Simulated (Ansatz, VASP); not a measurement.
**One calculation of GaAs, two programs**

```
Ga As
1.0
     0.00000    2.47400    2.47400
     2.47400    0.00000    2.47400
     2.47400    2.47400    0.00000
Ga As
1 1
Direct
  0.00000 0.00000 0.00000
  0.50000 0.50000 0.50000
```

Change from the starting cell: volume scaled by 0.8, PAW files.

Alike in both runs: task single point; functional r2SCAN; k mesh 15 × 15 × 15; occupations fermi-dirac, width 0.1 eV; no spin polarisation.

```csv
,VASP,Ansatz
version,VASP 6.6.1,Ansatz 0.2.0
potentials or method,"VASP PAW PBE potentials, release 64 (Ga_d, As)","PAW with Ansatz's default frozen-core files, scalar-relativistic"
plane-wave cutoff (eV),520,500
valence electrons in the cell,18,28
```

Ansatz gave:

* pressure (GPa): 30.7

Task: Estimate VASP's values.

Result: Pressure (GPa): 31.0.

VASP's potentials were made for PBE, not for r2SCAN. Both programs put the cell under a high pressure, so it lies far from rest at this level. VASP's potentials hold 18 valence electrons a cell and Ansatz's 28, so a difference there can come from the potentials and not from the codes.
